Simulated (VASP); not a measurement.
A run of VASP 6.6.1 is set up as follows.

INCAR

```
SYSTEM = Ge
ALGO = Normal ; EDIFF = 1E-6
ENCUT = 520 ; GGA = PS
ISIF = 2 ; ISMEAR = -1
LASPH = .True. ; LCHARG = .False.
LREAL = .False. ; LWAVE = .False.
NBANDS = 21 ; NELM = 60
PREC = Accurate ; SIGMA = 0.1
```

The input KPOINTS:

```
k-points
0
Gamma
  20 20 11
  0 0 0
```

POSCAR

```
Ge
1.0
    2.2060869133      0.0000000000      0.0000000000
   -1.1030434566      1.9105273098      0.0000000000
    0.0000000000      0.0000000000      3.6153227878
Ge
2
Direct
    0.3333333333      0.6666666667      0.2500000000
    0.6666666667      0.3333333333      0.7500000000
```

Potentials or basis: VASP PAW PBE potentials, release 64 (Ge_d).

Run with:

```sh
$ cat potpaw_PBE.64/Ge_d/POTCAR > POTCAR
$ mpirun -np 1 vasp_std > vasp.out
```

Q: Predict the pressure.

A: 473.6 GPa.

Q: What does it give for the band gap on the k mesh?

A: Zero (band 14 reaches 37.34 eV, above the bottom of band 15 at 17.11 eV).

Stress tensor (GPa, compression positive):
```
473.67   0.00   0.00
  0.00 473.67   0.00
  0.00   0.00 473.32
```

Caveat: the PAW data sets were made with another functional, which shifts forces and pressure a little.
